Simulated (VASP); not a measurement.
Mo, 5 atoms in the cell. The cell holds a slab with vacuum, 5 atoms: a = 2.737 Å, b = 2.737 Å, c = 24.940 Å, α = 90.00°, β = 90.00°, γ = 109.47°. 

| Property | Result |
| --- | --- |
| Program | VASP 6.6.1 |
| Task | single point |
| Functional | PBE |
| Potentials or basis | VASP PAW PBE potentials, release 64 (Mo_sv) |
| Cutoff | 520 eV |
| k mesh | 13 × 13 × 1 |
| Occupations | fermi-dirac, width 0.1 eV |
| Spin | no spin polarisation |
| Dipole correction | yes |
| Further INCAR settings | ALGO = Normal; EDIFF = 1e-06; NBANDS = 43 |

Potentials or basis: VASP PAW PBE potentials, release 64 (Mo_sv).

Launch:

```sh
$ cat potpaw_PBE.64/Mo_sv/POTCAR > POTCAR
$ mpirun -np 1 vasp_std > vasp.out
```

Hardware: 1 thread of Intel(R) Xeon(R) Platinum 8488C (Sapphire Rapids), on a shared host.

Task: Estimate the wall time of this run.

Result: Run time: 9.2 min on 1 thread of Intel(R) Xeon(R) Platinum 8488C (Sapphire Rapids), on a shared host, peak memory 0.4 GiB. Counts: scf iterations 27, k points 49.
